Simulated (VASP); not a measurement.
# NiSb (P6_3/mmc) in VASP: notebook, part 2 of 2

VASP 6.6.1. Earlier steps stand in the parts before.

### Step 3. Relaxation of shape and atoms at fixed volume, PBE (18.18 Å³/atom)

This run uses another cell than the first one, of 18.18 Å³/atom.

Input file INCAR:

```
SYSTEM = NiSb
PREC = Accurate
ENCUT = 600
EDIFF = 1E-6
ISMEAR = 0
SIGMA = 0.1
LREAL = .FALSE.
LASPH = .TRUE.
NELM = 100
ALGO = Normal
ISIF = 4
LWAVE = .FALSE.
LCHARG = .FALSE.
GGA = PE
IBRION = 2
NSW = 50
EDIFFG = -0.01
```

Input file KPOINTS:

```
regular mesh
0
G
  12 12 8
  0 0 0
```

Input file POSCAR:

```
NiSb
1.0
    4.0150272792      0.0000000000      0.0000000000
   -2.0075136396      3.4771156207      0.0000000000
    0.0000000000      0.0000000000      5.2079101597
Ni Sb
2 2
Direct
    0.0000000000      0.0000000000      0.0000000000
    0.0000000000      0.0000000000      0.5000000000
    0.3333333333      0.6666666667      0.2500000000
    0.6666666667      0.3333333333      0.7500000000
```

Potentials or basis: VASP PAW PBE potentials, release 64 (Ni, Sb).

Launch:

```sh
cat potpaw_PBE.64/Ni/POTCAR potpaw_PBE.64/Sb/POTCAR > POTCAR
mpirun -np 1 vasp_std > vasp.out
```

OUTCAR:

```text
SYSTEM = NiSb
   PREC = Accurate
   ENCUT = 600
   EDIFF = 1E-6
   ISMEAR = 0
   LREAL = .FALSE.
   LASPH = .TRUE.
   NELM = 100
   ISIF = 4
   GGA = PE
   IBRION = 2
   NSW = 50
   EDIFFG = -0.01

 ion  position               nearest neighbor table
   1  0.000  0.000  0.000-   2 2.60   2 2.60   4 2.66   3 2.66   4 2.66   3 2.66   4 2.66   3 2.66

   2  0.000  0.000  0.500-   1 2.60   1 2.60   4 2.66   3 2.66   4 2.66   3 2.66   4 2.66   3 2.66

   3  0.333  0.667  0.250-   1 2.66   2 2.66   1 2.66   2 2.66   1 2.66   2 2.66   4 3.49   4 3.49
                             4 3.49   4 3.49   4 3.49   4 3.49
   4  0.667  0.333  0.750-   1 2.66   2 2.66   1 2.66   2 2.66   1 2.66   2 2.66   3 3.49   3 3.49
                             3 3.49   3 3.49   3 3.49   3 3.49

  LATTYP: Found a hexagonal cell.
 ALAT       =     4.0150272792
 C/A-ratio  =     1.2971045519

  Lattice vectors:

 A1 = (   4.0150272792,   0.0000000000,   0.0000000000)
 A2 = (  -2.0075136396,   3.4771156207,   0.0000000000)
 A3 = (   0.0000000000,   0.0000000000,   5.2079101597)

Analysis of symmetry for initial positions (statically):
=====================================================================
 Subroutine PRICEL returns:
 Original cell was already a primitive cell.

 Routine SETGRP: Setting up the symmetry group for a
 hexagonal supercell.

 Subroutine GETGRP returns: Found 24 space group operations
 (whereof 12 operations were pure point group operations)
 out of a pool of 24 trial point group operations.

The static configuration has the point symmetry D_3d.
 The point group associated with its full space group is D_6h.

Analysis of symmetry for dynamics (positions and initial velocities):
=====================================================================
[... 185 lines left out ...]
 POSITION                                       TOTAL-FORCE (eV/Angst)
 -----------------------------------------------------------------------------------
      0.00000      0.00000      0.00000        -0.000000      0.000000      0.000000
      0.00000      0.00000      2.60396        -0.000000      0.000000      0.000000
     -0.00000      2.31808      1.30198         0.000000      0.000000     -0.000000
      2.00751      1.15904      3.90593        -0.000000      0.000000     -0.000000
 -----------------------------------------------------------------------------------
    total drift:                                0.000000     -0.000000      0.000000

  FREE ENERGIE OF THE ION-ELECTRON SYSTEM (eV)
  ---------------------------------------------------
  free  energy   TOTEN  =       -20.2919121644 eV

  energy  without entropy=      -20.2821649306  energy(sigma->0) =      -20.28703855

--------------------------------------- Ionic step        2  -------------------------------------------

 number of electron      29.9999994 magnetization

 Free energy of the ion-electron system (eV)
  ---------------------------------------------------
  ext. energy  EPLUGINS =         0.00000000
  ---------------------------------------------------
  free energy    TOTEN  =       -20.29194391 eV

  energy without entropy =      -20.28222828  energy(sigma->0) =      -20.28708610

 E-fermi :   9.1721     XC(G=0): -11.2301

 val. band max:        9.1503978618   @ k =   0.0833   0.0000   0.0000
 cond. band min:       9.1751765136   @ k =   0.0000   0.0000   0.0000
 fundamental gap:      0.0247786518
 Fermi energy:         9.1721148771

 k-point     1 :       0.0000    0.0000    0.0000
  band No.  band energies     occupation
      1      -3.3199      2.00000
      2       0.8768      2.00000
      3       3.3258      2.00000
      4       5.5376      2.00000
      5       5.5376      2.00000
      6       6.2832      2.00000
[... 505 lines left out ...]
      6       6.1605      2.00000
[... 11 lines left out ...]
     18      12.2495      0.00000
     19      13.1129      0.00000

 [... further k-points ...]
[... 5 lines left out ...]
  --------------------------------------------------------------------------------------
  -------------------------------------------------------------------------------------
  Total       -1.4606572     -1.4606572     -1.4282499      0.0000000      0.0000000      0.0000000
  in kB      -32.1875380    -32.1875380    -31.4734006      0.0000000      0.0000000      0.0000000
  external PRESSURE =     -31.9494922 kB  Pullay stress =       0.0000000 kB

 VOLUME and BASIS-vectors are now :
 -----------------------------------------------------------------------------
  energy-cutoff  :      600.00
  volume of cell :       72.71
      direct lattice vectors                 reciprocal lattice vectors
     4.013799488  0.000000000 -0.000000000     0.249140497  0.143841333  0.000000000
    -2.006899744  3.476052322  0.000000000     0.000000000  0.287682666  0.000000000
     0.000000000  0.000000000  5.211096769     0.000000000  0.000000000  0.191898183

 POSITION                                       TOTAL-FORCE (eV/Angst)
 -----------------------------------------------------------------------------------
      4.01380      0.00000     -0.00000         0.000000      0.000000      0.000000
      4.01380      0.00000      2.60555         0.000000      0.000000      0.000000
     -0.00000      2.31737      1.30277        -0.000000      0.000000     -0.000000
      2.00690      1.15868      3.90832         0.000000     -0.000000      0.000000
 -----------------------------------------------------------------------------------
    total drift:                                0.000000     -0.000000     -0.000000

  FREE ENERGIE OF THE ION-ELECTRON SYSTEM (eV)
  ---------------------------------------------------
  free  energy   TOTEN  =       -20.2919439114 eV

  energy  without entropy=      -20.2822282822  energy(sigma->0) =      -20.28708610

 reached required accuracy - stopping structural energy minimisation
```

OSZICAR:

```text
N       E                     dE             d eps       ncg     rms          rms(c)
DAV:   1     0.178388389381E+03    0.17839E+03   -0.13793E+04  3610   0.179E+03
DAV:   2    -0.116619611966E+02   -0.19005E+03   -0.18510E+03  3634   0.334E+02
[... 12 lines left out ...]
   1 F= -.20291912E+02 E0= -.20287039E+02  d E =-.202919E+02
       N       E                     dE             d eps       ncg     rms          rms(c)
DAV:   1    -0.202920200224E+02   -0.10779E-03   -0.25545E-03  3754   0.409E-01    0.624E-02
DAV:   2    -0.202919770587E+02    0.42964E-04   -0.14742E-04  4749   0.216E-01    0.459E-02
DAV:   3    -0.202919647472E+02    0.12312E-04   -0.16454E-04  3999   0.244E-01    0.381E-02
DAV:   4    -0.202919437890E+02    0.20958E-04   -0.46618E-05  4666   0.118E-01    0.357E-03
DAV:   5    -0.202919439114E+02   -0.12232E-06   -0.45174E-06  3521   0.271E-02
   2 F= -.20291944E+02 E0= -.20287086E+02  d E =-.317469E-04
```

Run time: 2.6 min. Hardware: 1 thread of Intel Xeon Platinum 8259CL at 2.50GHz (Skylake/Cascade Lake), shared host; peak memory 0.32 GiB.

Results:

```yaml
Free_energy: -20.2919 eV
Energy_gained_by_relaxing: 0.0 meV/atom
Ionic_steps: 2
Pressure_after_relaxing: -3.2 GPa
Band_gap_on_the_k_mesh: zero (bands 15 and 16 overlap by 3.10 eV)
```

Final structure:
```cif
data_structure
_symmetry_space_group_name_H-M 'P 1'
_symmetry_Int_Tables_number 1
_cell_length_a 4.0138
_cell_length_b 4.0138
_cell_length_c 5.2111
_cell_angle_alpha 90.000
_cell_angle_beta 90.000
_cell_angle_gamma 120.000
_cell_volume 72.71
loop_
_atom_site_label
_atom_site_type_symbol
_atom_site_fract_x
_atom_site_fract_y
_atom_site_fract_z
_atom_site_occupancy
Ni1 Ni 0.00000 0.00000 0.00000 1
Ni2 Ni 0.00000 0.00000 0.50000 1
Sb1 Sb 0.33333 0.66667 0.25000 1
Sb2 Sb 0.66667 0.33333 0.75000 1
```

Levels at points of the mesh, in eV from the Fermi level:
```
           k point  band 12  band 13  band 14  band 15  band 16  band 17  band 18  band 19
(0.00, 0.00, 0.00)    -1.19     0.00     0.55     0.55     2.32     2.32     3.06     3.77
(0.50, 0.00, 0.00)    -1.68    -1.44    -1.25    -1.18    -0.43     1.10     3.41     3.73
(0.00, 0.00, 0.50)    -1.89     0.11     0.11     1.94     1.94     1.94     1.94     5.00
(0.50, 0.00, 0.50)    -1.73    -1.63    -1.63     0.22     0.22     1.53     1.53     5.03
```

Caveat: spin-orbit coupling is left out, which moves the levels of the heavy elements. Spin polarisation is off, so any magnetic state and its effect on volume and gap are missing.

### Step 4. Relaxation of shape and atoms at fixed volume, PBE (19.41 Å³/atom)

This run uses another cell than the first one, of 19.41 Å³/atom.

Input file INCAR:

```
  PREC = Accurate
  ENCUT = 600
  EDIFF = 1E-7
  ISMEAR = 0
  SIGMA = 0.1
  LREAL = F
  LASPH = T
  NELM = 100
  ALGO = Normal
  ISIF = 4
  LWAVE = F
  LCHARG = F
  GGA = PE
  IBRION = 2
  NSW = 50
  EDIFFG = -0.01
```

Input file KPOINTS:

```
regular mesh
0
Gamma
  12 12 8
```

Input file POSCAR:

```
NiSb
1.0
    4.1039965514      0.0000000000      0.0000000000
   -2.0519982757      3.5541652705      0.0000000000
    0.0000000000      0.0000000000      5.3233126075
Ni Sb
2 2
Direct
    0.0000000000      0.0000000000      0.0000000000
    0.0000000000      0.0000000000      0.5000000000
    0.3333333333      0.6666666667      0.2500000000
    0.6666666667      0.3333333333      0.7500000000
```

Launch:

```sh
cat potpaw_PBE.64/Ni/POTCAR potpaw_PBE.64/Sb/POTCAR > POTCAR
mpirun -np 1 vasp_std > vasp.out
```

Wall time 5.3 min (1 thread of Intel Xeon Platinum 8259CL at 2.50GHz (Skylake/Cascade Lake), shared host); peak memory 0.35 GiB.

It converged, with:

| Property | Result |
| --- | --- |
| Free energy | -20.1060 eV |
| Energy gained by relaxing | 0.0 meV/atom |
| Ionic steps | 3 |
| Pressure after relaxing | -8.5 GPa |
| Band gap on the k mesh | zero (bands 15 and 16 overlap by 2.85 eV) |

The path:
| step | energy change (eV) | largest force (eV/Å) | pressure (GPa) | volume (Å³) |
| --- | --- | --- | --- | --- |
| 1 | 0.0000 | 0.0000 | -8.48 | 77.65 |
| 2 | -0.0001 | 0.0000 | -8.49 | 77.65 |
| 3 | -0.0002 | 0.0000 | -8.49 | 77.65 |

Final structure:
```
Ni Sb
1.0
     4.09870    0.00000    0.00000
    -2.04935    3.54958    0.00000
     0.00000    0.00000    5.33709
Ni Sb
2 2
Direct
  0.00000 0.00000 0.00000
  0.00000 0.00000 0.50000
  0.33333 0.66667 0.25000
  0.66667 0.33333 0.75000
```

Levels at points of the mesh, in eV from the Fermi level:
```
           k point  band 11  band 12  band 13  band 14  band 15  band 16  band 17  band 18  band 19
(0.00, 0.00, 0.00)    -1.04    -1.04     0.03     0.57     0.57     2.21     2.21     3.06     3.50
(0.50, 0.00, 0.00)    -1.65    -1.48    -1.27    -1.09    -1.03    -0.45     1.06     3.42     3.47
(0.00, 0.00, 0.50)    -1.66    -1.66    -0.03    -0.03     1.85     1.85     1.85     1.85     4.78
(0.50, 0.00, 0.50)    -1.51    -1.51    -1.43    -1.43     0.28     0.28     1.39     1.39     4.80
```

Caveat: spin-orbit coupling is left out, which moves the levels of the heavy elements. Spin polarisation is off, so any magnetic state and its effect on volume and gap are missing.

### Step 5. Single point, LDA

This run uses another cell than the first one, of 17.65 Å³/atom.

Input file INCAR:

```
PREC     = Accurate       # precision mode
ENCUT    = 520            # plane-wave cutoff, eV
EDIFF    = 1E-6           # SCF threshold, eV
ISMEAR   = 0              # smearing method
SIGMA    = 0.1            # smearing width, eV
LREAL    = False          # projectors in reciprocal space
LASPH    = True           # aspherical terms in the spheres
NELM     = 60             # most SCF steps
ALGO     = Normal         # electronic algorithm
ISIF     = 2              # what is computed and relaxed
LWAVE    = False          # write WAVECAR
LCHARG   = False          # write CHGCAR
NBANDS   = 23             # bands
```

Input file KPOINTS:

```
Automatic mesh
0
Gamma
  12 12 8
```

Input file POSCAR:

```
NiSb
1.0
    3.9756617256      0.0000000000      0.0000000000
   -1.9878308628      3.4430240513      0.0000000000
    0.0000000000      0.0000000000      5.1568489388
Ni Sb
2 2
Direct
    0.0000000000      0.0000000000      0.0000000000
    0.0000000000      0.0000000000      0.5000000000
    0.3333333333      0.6666666667      0.2500000000
    0.6666666667      0.3333333333      0.7500000000
```

Potentials or basis: VASP PAW LDA potentials, release 64 (Ni, Sb).

Launch:

```sh
cat potpaw_LDA.64/Ni/POTCAR potpaw_LDA.64/Sb/POTCAR > POTCAR
mpirun -np 1 vasp_std > vasp.out
```

Wall time 4.2 min (1 thread of AMD EPYC 7R13, shared host); peak memory 0.23 GiB.

The run converged. Its results:

| Item | Value |
| --- | --- |
| Free energy | -24.0193 eV |
| Pressure | -8.5 GPa |
| Band gap on the k mesh | zero (bands 15 and 16 overlap by 3.20 eV) |

Levels at points of the mesh, in eV from the Fermi level:
| k point | band 12 | band 13 | band 14 | band 15 | band 16 | band 17 | band 18 | band 19 |
| --- | --- | --- | --- | --- | --- | --- | --- | --- |
| (0.00, 0.00, 0.00) | -1.26 | 0.00 | 0.56 | 0.56 | 2.39 | 2.39 | 3.09 | 3.86 |
| (0.50, 0.00, 0.00) | -1.79 | -1.53 | -1.31 | -1.25 | -0.44 | 1.14 | 3.45 | 3.84 |
| (0.00, 0.00, 0.50) | -1.98 | 0.15 | 0.15 | 1.99 | 1.99 | 1.99 | 1.99 | 5.10 |
| (0.50, 0.00, 0.50) | -1.82 | -1.71 | -1.71 | 0.22 | 0.22 | 1.59 | 1.59 | 5.10 |

Caveat: the cell stands under tension; spin-orbit coupling is left out, which moves the levels of the heavy elements.

### Step 6. Single point, PBE (16.59 Å³/atom)

Input file INCAR:

```
SYSTEM = NiSb
  PREC = Accurate
  ENCUT = 520
  EDIFF = 1E-6
  ISMEAR = 0
  SIGMA = 0.1
  LREAL = .False.
  LASPH = .True.
  NELM = 60
  ALGO = Normal
  ISIF = 2
  LWAVE = .False.
  LCHARG = .True.
  GGA = PE
  LELF = .True.
  LVHAR = .True.
  NBANDS = 23
```

Input file KPOINTS:

```
Automatic mesh
0
Gamma
  12 12 8
  0 0 0
```

Input file POSCAR:

```
NiSb
1.0
    3.8945030066      0.0000000000      0.0000000000
   -1.9472515033      3.3727385388      0.0000000000
    0.0000000000      0.0000000000      5.0515775703
Ni Sb
2 2
Direct
    0.0000000000      0.0000000000      0.0000000000
    0.0000000000      0.0000000000      0.5000000000
    0.3333333333      0.6666666667      0.2500000000
    0.6666666667      0.3333333333      0.7500000000
```

Potentials or basis: VASP PAW PBE potentials, release 64 (Ni, Sb).

Launch:

```sh
cat potpaw_PBE.64/Ni/POTCAR potpaw_PBE.64/Sb/POTCAR > POTCAR
mpirun -np 1 vasp_std > vasp.out
```

Run time: 3.9 min. Hardware: 1 thread of AMD EPYC 7R43 (Zen 3), shared host; peak memory 0.23 GiB.

It converged, with:

- Free energy: -20.2190 eV
- Pressure: 7.9 GPa
- Band gap on the k mesh: zero (bands 15 and 16 overlap by 3.50 eV)

Stress tensor (GPa, compression positive):
```
7.87 0.00 0.00
0.00 7.87 0.00
0.00 0.00 7.98
```

Levels at points of the mesh, in eV from the Fermi level:
```csv
k point,band 13,band 14,band 15,band 16,band 17,band 18
"(0.00, 0.00, 0.00)",-0.04,0.56,0.56,2.52,2.52,3.11
"(0.50, 0.00, 0.00)",-1.70,-1.49,-1.41,-0.34,1.17,3.41
"(0.00, 0.00, 0.50)",0.35,0.35,2.11,2.11,2.11,2.11
"(0.50, 0.00, 0.50)",-1.94,-1.94,0.15,0.15,1.76,1.76
```

Caveat: the cell stands under pressure; spin-orbit coupling is left out, which moves the levels of the heavy elements. Spin polarisation is off, so any magnetic state and its effect on volume and gap are missing.

### Step 7. The runs side by side

| task | level | potentials or basis | cell | cutoff (eV) | gap on the mesh (eV) | pressure (GPa) |
| --- | --- | --- | --- | --- | --- | --- |
| relaxation of shape and atoms at fixed volume | PBE | VASP PAW PBE potentials, release 64 (Ni, Sb) | relaxed from a = 3.895, b = 3.895, c = 5.052 Å, angles 90.0, 90.0, 120.0°, 4 atoms | 600 | none | 7.9 |
| relaxation of shape and atoms at fixed volume | PBE | VASP PAW PBE potentials, release 64 (Ni, Sb) | relaxed from a = 4.015, b = 4.015, c = 5.208 Å, angles 90.0, 90.0, 120.0°, 4 atoms | 600 | none | -3.2 |
| relaxation of shape and atoms at fixed volume | PBE | VASP PAW PBE potentials, release 64 (Ni, Sb) | relaxed from a = 4.104, b = 4.104, c = 5.323 Å, angles 90.0, 90.0, 120.0°, 4 atoms | 600 | none | -8.5 |
| single point | LDA | VASP PAW LDA potentials, release 64 (Ni, Sb) | a = 3.976, b = 3.976, c = 5.157 Å, angles 90.0, 90.0, 120.0°, 4 atoms | 520 | none | -8.5 |
| single point | PBE | VASP PAW PBE potentials, release 64 (Ni, Sb) | a = 3.895, b = 3.895, c = 5.052 Å, angles 90.0, 90.0, 120.0°, 4 atoms | 520 | none | 7.9 |

Alike in all rows: no spin polarisation; k mesh 12 × 12 × 8; smearing gaussian 0.1 eV.

Caveats: spin-orbit coupling is left out, which moves the levels of the heavy elements; the cell stands under tension (at least some runs); the cell stands under pressure (at least some runs).

Absolute energies hang on the potentials; compare differences alone.

The gap in the log of VASP goes by the Fermi energy; the results here count the filled bands.